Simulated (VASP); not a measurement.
Here is a VASP 6.6.1 calculation.

Contents of INCAR:

```
PREC = Accurate ; ENCUT = 520
EDIFF = 1E-6 ; ISMEAR = 0
SIGMA = 0.15 ; LREAL = F
LASPH = T ; NELM = 60
ALGO = Normal ; ISIF = 2
LWAVE = F ; LCHARG = F
GGA = CA ; NBANDS = 14
```

File KPOINTS:

```
regular mesh
0
Gamma
  22 22 22
```

Contents of POSCAR:

```
Rh
1.0
    0.0000000000      1.8064725000      1.8540112500
    1.8064725000      0.0000000000      1.8540112500
    1.8064725000      1.8064725000      0.0000000000
Rh
1
Direct
    0.0000000000      0.0000000000      0.0000000000
```

Potentials or basis: VASP PAW LDA potentials, release 64 (Rh_pv).

The run is started by

```bash
$ cat potpaw_LDA.64/Rh_pv/POTCAR > POTCAR
$ mpirun -np 1 vasp_std > vasp.out
```

(1) Estimate the pressure.

Answers

(1) 36.7 GPa.

Caveat: the cell differs from its parent crystal (strain -0.050 along x and y, -0.025 along z).
